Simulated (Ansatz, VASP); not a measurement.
# Ba3SbP in VASP and in Ansatz

```
Ba Sb P
1.0
     6.11318    0.00000    0.00000
     0.00000    6.11318    0.00000
     0.00000    0.00000    6.11318
Ba Sb P
3 1 1
Direct
  0.00000 0.50000 0.50000
  0.50000 0.00000 0.50000
  0.50000 0.50000 0.00000
  0.00000 0.00000 0.00000
  0.50000 0.50000 0.50000
```

Alike in both runs: task single point; functional LDA; k mesh 4 × 4 × 4; occupations gaussian, width 0.1 eV; no spin polarisation.

|  | VASP | Ansatz |
| --- | --- | --- |
| version | VASP 6.6.1 | Ansatz 0.2.0 |
| potentials or method | VASP PAW LDA potentials, release 64 (Ba_sv, Sb, P), cutoff 520 eV | scalar-relativistic, plane waves, PAW |
| valence electrons in the cell | 40 | 50 |

Ansatz gave:

* gap on the k mesh at the Fermi level (eV): 0.22
* least direct gap on the mesh (eV): 0.22
* pressure (GPa): -2.4

Q: Estimate VASP's values.

A: gap on the k mesh at the Fermi level (eV): 0.14; least direct gap on the mesh (eV): 0.14; pressure (GPa): -2.0.

LDA's correlation is that of Perdew and Zunger in VASP and of Perdew and Wang (1992) in Ansatz. VASP's potentials hold 40 valence electrons a cell and Ansatz's 50, so a difference there can come from the potentials and not from the codes.

Spin-orbit coupling is off throughout.
